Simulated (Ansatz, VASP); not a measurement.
One calculation of SiC, two programs

```
Si C
1.0
     0.00000    2.26096    2.26096
     2.26096    0.00000    2.26096
     2.26096    2.26096    0.00000
Si C
1 1
Direct
  0.00000 0.00000 0.00000
  0.75000 0.75000 0.75000
```

Change from the starting cell: strain +0.040 along x and y, +0.040 along z, atoms carried along.

Alike in both runs: task single point; functional r2SCAN; k mesh 12 × 12 × 12; occupations gaussian, width 0.05 eV; no spin polarisation.

```csv
,VASP,Ansatz
version,VASP 6.6.1,Ansatz 0.2.0
potentials or method,"VASP PAW PBE potentials, release 64 (Si, C), cutoff 520 eV","scalar-relativistic, plane waves, PAW"
valence electrons in the cell,8,8
```

VASP gave:

```
gap on the k mesh at the Fermi level (eV) : 1.79
least direct gap on the mesh (eV)         : 4.90
pressure (GPa)                            : -20.5
```

**Question.** Estimate Ansatz's values.

**Answer.** gap on the k mesh at the Fermi level (eV): 1.78; least direct gap on the mesh (eV): 4.89; pressure (GPa): -20.4.

VASP's potentials were made for PBE, not for r2SCAN. The functional is the same, so the differences come from potentials, cutoffs and numerics.
